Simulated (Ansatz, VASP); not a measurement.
## In4Bi3P in VASP and in Ansatz

INCAR

```
SYSTEM = In4Bi3P
  PREC = Accurate
  ENCUT = 520
  EDIFF = 1E-6
  ISMEAR = -1
  SIGMA = 0.02
  LREAL = .False.
  LASPH = .True.
  NELM = 60
  ALGO = Normal
  ISIF = 2
  LWAVE = .False.
  LCHARG = .False.
  GGA = PE
  NBANDS = 61
```

The input KPOINTS:

```
regular mesh
0
Gamma
  4 4 4
  0 0 0
```

Contents of POSCAR:

```
In4Bi3P
1.0
    6.5408795499      0.0000000000      0.0000000000
    0.0000000000      6.5408795499      0.0000000000
    0.0000000000      0.0000000000      6.5408795499
P In Bi
1 4 3
Direct
    0.0000000000      0.0000000000      0.0000000000
    0.7668864699      0.7668864699      0.7668864699
    0.2331135301      0.2331135301      0.7668864699
    0.2331135301      0.7668864699      0.2331135301
    0.7668864699      0.2331135301      0.2331135301
    0.5000000000      0.5000000000      0.0000000000
    0.5000000000      0.0000000000      0.5000000000
    0.0000000000      0.5000000000      0.5000000000
```

Input for Ansatz:

```yaml
crystal:
  lattice:
    - [6.5408795499, 0.0, 0.0]
    - [0.0, 6.5408795499, 0.0]
    - [0.0, 0.0, 6.5408795499]
  atoms:
    - { symbol: P, position: [0.0, 0.0, 0.0] }
    - { symbol: In, position: [0.7668864699, 0.7668864699, 0.7668864699] }
    - { symbol: Bi, position: [0.5, 0.5, 0.0] }
    - { symbol: In, position: [0.2331135301, 0.2331135301, 0.7668864699] }
    - { symbol: Bi, position: [0.5, 0.0, 0.5] }
    - { symbol: In, position: [0.2331135301, 0.7668864699, 0.2331135301] }
    - { symbol: Bi, position: [0.0, 0.5, 0.5] }
    - { symbol: In, position: [0.7668864699, 0.2331135301, 0.2331135301] }
kpoints:
  mp_grid: { grid: [4, 4, 4] }
  band_path:
    path:
      - [[0.0, 0.0, 0.0], [-9.582544897482e-51, 0.5, -2.453709180961e-34], [0.5, 0.5, -1.472225508576e-34], [0.0, 0.0, 0.0], [0.5, 0.5, 0.5], [-9.582544897482e-51, 0.5, -2.453709180961e-34]]
      - [[0.5, 0.5, 0.5], [0.5, 0.5, -1.472225508576e-34]]
    npoints: 10
hamiltonian:
  xc: pbe
scf:
  occupations: { method: fermi_dirac, width: 0.02 }
  n_extra_bands: 6
output:
  forces: true
  stress: true
  eigenvalues: true
```

Alike in both runs: task single point; functional PBE; k mesh 4 × 4 × 4; occupations fermi-dirac, width 0.02 eV; no spin polarisation.

```csv
,VASP,Ansatz
version,VASP 6.6.1,Ansatz 0.2.0
potentials or method,"VASP PAW PBE potentials, release 64 (P, In_d, Bi_d)","plane waves, PAW"
plane-wave cutoff (eV),520,420
valence electrons in the cell,102,102
```

Ansatz gave:

| Quantity | Value |
| --- | --- |
| pressure (GPa) | 1.5 |
| rms of the force components (eV/Å) | 0.028 |

**Question.** What did VASP give for the same quantities?

**Answer.** Pressure (GPa): 1.4; rms of the force components (eV/Å): 0.029.

Neither program's run includes spin-orbit coupling.
